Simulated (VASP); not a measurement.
# Ru (P6_3/mmc) in VASP: single point with PBE

Aim: the single point of Ru with PBE.

Program: VASP 6.6.1. These are calculated values, not measurements. Logs are shortened: lines on timing, memory, paths and dates and some standing lists are left out, and cuts for length are marked.

## 1. The cell of the first run

Symmetry: P6_3/mmc, No. 194, hexagonal system. The conventional cell has a = 2.720 Å, b = 2.720 Å, c = 4.297 Å, α = 90.00°, β = 90.00°, γ = 120.00°. Within 3.5 Å of Ru (site symmetry -6m2) lie 12 Ru at 2.66 to 2.72 Å.

## 2. Single point, PBE

Input file INCAR:

```
SYSTEM = Ru
  PREC = Accurate
  ENCUT = 520
  EDIFF = 1E-6
  ISMEAR = 0
  SIGMA = 0.15
  LREAL = .False.
  LASPH = .True.
  NELM = 100
  ALGO = Fast
  ISIF = 2
  LWAVE = .False.
  LCHARG = .False.
  GGA = PE
  NBANDS = 21
```

Input file KPOINTS:

```
Automatic mesh
0
Gamma
  18 18 10
  0 0 0
```

Input file POSCAR:

```
Ru
1.0
    2.7197977385      0.0000000000      0.0000000000
   -1.3598988693      2.3554139347      0.0000000000
    0.0000000000      0.0000000000      4.2966597850
Ru
2
Direct
    0.3333333333      0.6666666667      0.2500000000
    0.6666666667      0.3333333333      0.7500000000
```

Potentials or basis: VASP PAW PBE potentials, release 64 (Ru_pv).

On the command line:

```
cat potpaw_PBE.64/Ru_pv/POTCAR > POTCAR
mpirun -np 1 vasp_std > vasp.out
```

OUTCAR:

```text
SYSTEM = Ru
   PREC = Accurate
   ENCUT = 520
   EDIFF = 1E-6
   ISMEAR = 0
   LREAL = .False.
   LASPH = .True.
   NELM = 100
   ISIF = 2
   GGA = PE

 ion  position               nearest neighbor table
   1  0.333  0.667  0.250-   2 2.66   2 2.66   2 2.66   2 2.66   2 2.66   2 2.66
   2  0.667  0.333  0.750-   1 2.66   1 2.66   1 2.66   1 2.66   1 2.66   1 2.66

  LATTYP: Found a hexagonal cell.
 ALAT       =     2.7197977385
 C/A-ratio  =     1.5797718059

  Lattice vectors:

 A1 = (   2.7197977385,   0.0000000000,   0.0000000000)
 A2 = (  -1.3598988693,   2.3554139347,   0.0000000000)
 A3 = (   0.0000000000,   0.0000000000,   4.2966597850)

Analysis of symmetry for initial positions (statically):
=====================================================================
 Subroutine PRICEL returns:
 Original cell was already a primitive cell.

 Routine SETGRP: Setting up the symmetry group for a
 hexagonal supercell.

 Subroutine GETGRP returns: Found 24 space group operations
 (whereof 12 operations were pure point group operations)
 out of a pool of 24 trial point group operations.

The static configuration has the point symmetry D_3d.
 The point group associated with its full space group is D_6h.

Analysis of symmetry for dynamics (positions and initial velocities):
=====================================================================
 Subroutine PRICEL returns:
 Original cell was already a primitive cell.

 Routine SETGRP: Setting up the symmetry group for a
 hexagonal supercell.

 Subroutine GETGRP returns: Found 24 space group operations
 (whereof 12 operations were pure point group operations)
 out of a pool of 24 trial point group operations.

The dynamic configuration has the point symmetry D_3d.
 The point group associated with its full space group is D_6h.

 Subroutine INISYM returns: Found 24 space group operations
 (whereof 12 operations are pure point group operations),
 and found     1 'primitive' translations

----------------------------------------------------------------------------------------

                                     Primitive cell

  volume of cell :      27.5255

  direct lattice vectors                    reciprocal lattice vectors
     2.719797739  0.000000000  0.000000000     0.367674399  0.212276913  0.000000000
    -1.359898869  2.355413935  0.000000000     0.000000000  0.424553827  0.000000000
     0.000000000  0.000000000  4.296659785     0.000000000  0.000000000  0.232738930

  length of vectors
     2.719797739  2.719797739  4.296659785     0.424553827  0.424553827  0.232738930

  position of ions in fractional coordinates (direct lattice)
     0.333333333  0.666666667  0.250000000
     0.666666667  0.333333333  0.750000000

  ion indices of the primitive-cell ions
   primitive index   ion index
                 1           1
                 2           2

----------------------------------------------------------------------------------------

 KPOINTS: Automatic mesh

Automatic generation of k-mesh.
 Grid dimensions read from file:
 generate k-points for:   18   18   10

 Generating k-lattice:

  Cartesian coordinates                     Fractional coordinates (reciprocal lattice)
     0.020426356  0.011793162  0.000000000     0.055555556  0.000000000  0.000000000
     0.000000000  0.023586324  0.000000000     0.000000000  0.055555556  0.000000000
     0.000000000  0.000000000  0.023273893     0.000000000  0.000000000  0.100000000

  Length of vectors
     0.023586324  0.023586324  0.023273893

  Shift w.r.t. Gamma in fractional coordinates (k-lattice)
     0.000000000  0.000000000  0.000000000

 Subroutine IBZKPT returns following result:
 ===========================================

 Found    222 irreducible k-points:

 Following reciprocal coordinates:
            Coordinates               Weight
  0.000000  0.000000  0.000000      1.000000
  0.055556  0.000000  0.000000      6.000000
  0.111111  0.000000  0.000000      6.000000
  0.166667  0.000000  0.000000      6.000000
  0.222222  0.000000  0.000000      6.000000
  0.277778  0.000000  0.000000      6.000000
[... 16 lines left out ...]
  0.333333  0.111111  0.000000     12.000000
  0.388889  0.111111  0.000000     12.000000
 [... further k-points ...]
   k-points           NKPTS =    222   k-points in BZ     NKDIM =    222   number of bands    NBANDS=     21
   number of dos      NEDOS =    301   number of ions     NIONS =      2
   total plane-waves  NPLWV =  12800
   dimension x,y,z NGX =    20 NGY =   20 NGZ =   32
   dimension x,y,z NGXF=    40 NGYF=   40 NGZF=   64
   ions per type =               2
   NGX,Y,Z   is equivalent  to a cutoff of  12.22, 12.22, 12.38 a.u.
   NGXF,Y,Z  is equivalent  to a cutoff of  24.45, 24.45, 24.76 a.u.
 SYSTEM =  Ru
   PREC   = accura    normal or accurate (medium, high low for compatibility)
   ISTART =      0    job   : 0-new  1-cont  2-samecut
   ICHARG =      2    charge: 1-file 2-atom 10-const
   ISPIN  =      1    spin polarized calculation?
   LNONCOLLINEAR =      F non collinear calculations
   LSORBIT =      F    spin-orbit coupling
   LASPH  =      T    aspherical Exc in radial PAW
   ENCUT  =  520.0 eV  38.22 Ry    6.18 a.u.   5.06  5.06  7.99*2*pi/ulx,y,z
   NELM   =    100;   NELMIN=  2; NELMDL= -5     # of ELM steps
   EDIFF  = 0.1E-05   stopping-criterion for ELM
   LREAL  =      F    real-space projection
   EDIFFG = 0.1E-04   stopping-criterion for IOM
   NSW    =      0    number of steps for IOM
   IBRION =     -1    ionic relax: 0-MD 1-quasi-New 2-CG
   NFREE  =      0    steps in history (QN), initial steepest desc. (CG)
   ISIF   =      2    stress and relaxation
   ISYM   =      2    0-nonsym 1-usesym 2-fastsym
   POTIM  = 0.5000    time-step for ionic-motion
   TEBEG  =    0.0;   TEEND  =   0.0 temperature during run
   PSTRESS=    0.0 pullay stress
   NELECT =      28.0000    total number of electrons
   NUPDOWN=      -1.0000    fix difference up-down
   EMIN   =  10.00;   EMAX   =-10.00  energy-range for DOS
   EFERMI =   0.00;   METHOD = LEGACY
   ISMEAR =     0;   SIGMA  =   0.15  broadening in eV -4-tet -1-fermi 0-gaus
   EFERMI_NEDOS =   21; number of points for ismear=-14 and -15
   IALGO  =     68    algorithm
   IMIX   =      4    mixing-type and parameters
     AMIX     =   0.40;   BMIX     =  1.00
     AMIX_MAG =   1.60;   BMIX_MAG =  1.00
  volume/ion in A,a.u.               =      13.76        92.88
  Fermi-wavevector in a.u.,A,eV,Ry     =   1.646453  3.111344 36.882758  2.710806
  Thomas-Fermi vector in A             =   2.736078
   LORBIT       =      0    0 simple, 1 ext, 2 COOP (PROOUT), +10 PAW based schemes
   GGA     = PE    functional components
   LHFCALC =     F    Hartree Fock is set to
   AEXX    =    0.0000 exact exchange contribution
   IVDW    =     0    specifies the selected vdW correction
   LEPSILON=     F    determine dielectric tensor
   LRPA    =     F    only Hartree local field effects (RPA)
 non-spin polarized calculation
 RMM-DIIS sequential band-by-band and
 Gauss-broadening in eV      SIGMA  =   0.15
  energy-cutoff  :      520.00
  volume of cell :       27.53
 maximum number of plane-waves:       759
   NGX = 11   NGY = 11   NGZ = 15

 number of electron      28.0000013 magnetization

 Free energy of the ion-electron system (eV)
  ---------------------------------------------------
  ext. energy  EPLUGINS =         0.00000000
  ---------------------------------------------------
  free energy    TOTEN  =       -18.47737809 eV

  energy without entropy =      -18.45754031  energy(sigma->0) =      -18.46745920

 E-fermi :  12.5940     XC(G=0): -14.0351

 val. band max:       12.5897585833   @ k =   0.4444   0.1111   0.5000
 cond. band min:      12.5976448082   @ k =   0.0000   0.0000   0.2000
 fundamental gap:      0.0078862250
 Fermi energy:        12.5939777860

 k-point     1 :       0.0000    0.0000    0.0000
  band No.  band energies     occupation
      1     -31.0044      2.00000
      2     -30.1118      2.00000
      3     -30.1118      2.00000
      4     -29.9473      2.00000
      5     -29.9473      2.00000
      6     -29.9071      2.00000
[... 13 lines left out ...]
     20      23.0345      0.00000
     21      23.0480      0.00000

 k-point     2 :       0.0556    0.0000    0.0000
  band No.  band energies     occupation
      1     -30.9943      2.00000
      2     -30.1332      2.00000
      3     -30.1191      2.00000
      4     -29.9696      2.00000
      5     -29.9502      2.00000
      6     -29.9118      2.00000
[... 13 lines left out ...]
     20      23.0345      0.00000
     21      23.0472      0.00000

 k-point     3 :       0.1111    0.0000    0.0000
  band No.  band energies     occupation
      1     -30.9646      2.00000
      2     -30.1947      2.00000
      3     -30.1397      2.00000
      4     -30.0334      2.00000
      5     -29.9588      2.00000
      6     -29.9260      2.00000
[... 13 lines left out ...]
     20      23.0345      0.00000
     21      23.0451      0.00000

 k-point     4 :       0.1667    0.0000    0.0000
  band No.  band energies     occupation
      1     -30.9171      2.00000
      2     -30.2890      2.00000
      3     -30.1704      2.00000
      4     -30.1295      2.00000
      5     -29.9728      2.00000
      6     -29.9497      2.00000
[... 13 lines left out ...]
     20      23.0345      0.00000
     21      23.0426      0.00000

 k-point     5 :       0.2222    0.0000    0.0000
  band No.  band energies     occupation
      1     -30.8548      2.00000
      2     -30.4047      2.00000
      3     -30.2446      2.00000
      4     -30.2071      2.00000
      5     -29.9907      2.00000
      6     -29.9827      2.00000
[... 13 lines left out ...]
     20      23.0344      0.00000
     21      23.0404      0.00000
[... 382 lines left out ...]
     20      23.0372      0.00000
     21      25.6750      0.00000

 k-point    22 :       0.2778    0.1111    0.0000
  band No.  band energies     occupation
      1     -30.6809      2.00000
      2     -30.6308      2.00000
      3     -30.5025      2.00000
      4     -30.2927      2.00000
      5     -30.0880      2.00000
      6     -30.0782      2.00000
[... 13 lines left out ...]
     20      23.8944      0.00000
     21      26.2423      0.00000

 k-point    23 :       0.3333    0.1111    0.0000
  band No.  band energies     occupation
      1     -30.7189      2.00000
      2     -30.6059      2.00000
      3     -30.5619      2.00000
      4     -30.3377      2.00000
      5     -30.1403      2.00000
      6     -30.0983      2.00000
[... 13 lines left out ...]
     20      23.6245      0.00000
     21      25.2482      0.00000

 k-point    24 :       0.3889    0.1111    0.0000
  band No.  band energies     occupation
      1     -30.7763      2.00000
      2     -30.6007      2.00000
      3     -30.5452      2.00000
      4     -30.3666      2.00000
      5     -30.1862      2.00000
      6     -30.1114      2.00000
[... 13 lines left out ...]
     20      24.5321      0.00000
     21      24.5739      0.00000

 [... further k-points ...]
[... 5 lines left out ...]
  --------------------------------------------------------------------------------------
  -------------------------------------------------------------------------------------
  Total        0.0013057      0.0013057     -0.0109174     -0.0000000     -0.0000000     -0.0000000
  in kB        0.0760028      0.0760028     -0.6354688     -0.0000000     -0.0000000     -0.0000000
  external PRESSURE =      -0.1611544 kB  Pullay stress =       0.0000000 kB

 VOLUME and BASIS-vectors are now :
 -----------------------------------------------------------------------------
  energy-cutoff  :      520.00
  volume of cell :       27.53
      direct lattice vectors                 reciprocal lattice vectors
     2.719797739  0.000000000  0.000000000     0.367674399  0.212276913  0.000000000
    -1.359898869  2.355413935  0.000000000     0.000000000  0.424553827  0.000000000
     0.000000000  0.000000000  4.296659785     0.000000000  0.000000000  0.232738930

 POSITION                                       TOTAL-FORCE (eV/Angst)
 -----------------------------------------------------------------------------------
     -0.00000      1.57028      1.07416         0.000000     -0.000000      0.000000
      1.35990      0.78514      3.22249        -0.000000      0.000000      0.000000
 -----------------------------------------------------------------------------------
    total drift:                               -0.000000      0.000000     -0.000000

  FREE ENERGIE OF THE ION-ELECTRON SYSTEM (eV)
  ---------------------------------------------------
  free  energy   TOTEN  =       -18.4773780851 eV

  energy  without entropy=      -18.4575403141  energy(sigma->0) =      -18.46745920
```

Wall time 75 s (1 thread of Intel Xeon Platinum 8259CL at 2.50GHz (Skylake/Cascade Lake), shared host); peak memory 0.21 GiB.

What came out:

```yaml
Free_energy: -18.4774 eV
Pressure: 0.0 GPa
Band_gap_on_the_k_mesh: zero (bands 14 and 15 overlap by 3.07 eV)
```

Levels at points of the mesh, in eV from the Fermi level:
| k point | band 12 | band 13 | band 14 | band 15 | band 16 | band 17 |
| --- | --- | --- | --- | --- | --- | --- |
| (0.00, 0.00, 0.00) | -1.87 | -1.87 | -1.37 | -1.37 | 1.16 | 1.16 |
| (0.50, 0.00, 0.00) | -1.77 | -1.48 | 1.38 | 1.79 | 1.88 | 3.99 |
| (0.00, 0.00, 0.50) | -2.71 | -2.66 | -2.66 | 0.53 | 0.53 | 0.53 |
| (0.50, 0.00, 0.50) | -1.04 | 0.44 | 0.44 | 1.63 | 1.63 | 3.34 |
